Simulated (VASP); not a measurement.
Input of a VASP 6.6.1 run:

The input INCAR:

```
SYSTEM = K3OF
PREC     = Accurate       ! precision mode
ENCUT    = 520            ! plane-wave cutoff, eV
EDIFF    = 1E-6           ! SCF threshold, eV
ISMEAR   = 0              ! smearing method
SIGMA    = 0.01           ! smearing width, eV
LREAL    = .FALSE.        ! projectors in reciprocal space
LASPH    = .TRUE.         ! aspherical terms in the spheres
NELM     = 80             ! most SCF steps
ALGO     = Normal         ! electronic algorithm
ISIF     = 2              ! what is computed and relaxed
LWAVE    = .FALSE.        ! write WAVECAR
LCHARG   = .FALSE.        ! write CHGCAR
GGA      = PE             ! functional
NBANDS   = 28             ! bands
```

File KPOINTS:

```
Automatic mesh
0
G
  4 4 4
  0 0 0
```

File POSCAR:

```
K3OF
1.0
    5.0773485884      0.0000000000      0.0000000000
    0.0000000000      5.0773485884      0.0000000000
    0.0000000000      0.0000000000      5.0773485884
F O K
1 1 3
Direct
    0.0000000000      0.0000000000      0.0000000000
    0.5000000000      0.5000000000      0.5000000000
    0.5000000000      0.5000000000      0.0000000000
    0.5000000000      0.0000000000      0.5000000000
    0.0000000000      0.5000000000      0.5000000000
```

Potentials or basis: VASP PAW PBE potentials, release 64 (F, O, K_sv).

Launch:

```bash
$ cat potpaw_PBE.64/F/POTCAR potpaw_PBE.64/O/POTCAR potpaw_PBE.64/K_sv/POTCAR > POTCAR
$ mpirun -np 1 vasp_std > vasp.out
```

(1) Estimate the band gap on the k mesh.

(2) Predict the pressure.

Answers

(1) 0.87 eV, direct.

(2) 0.7 GPa.
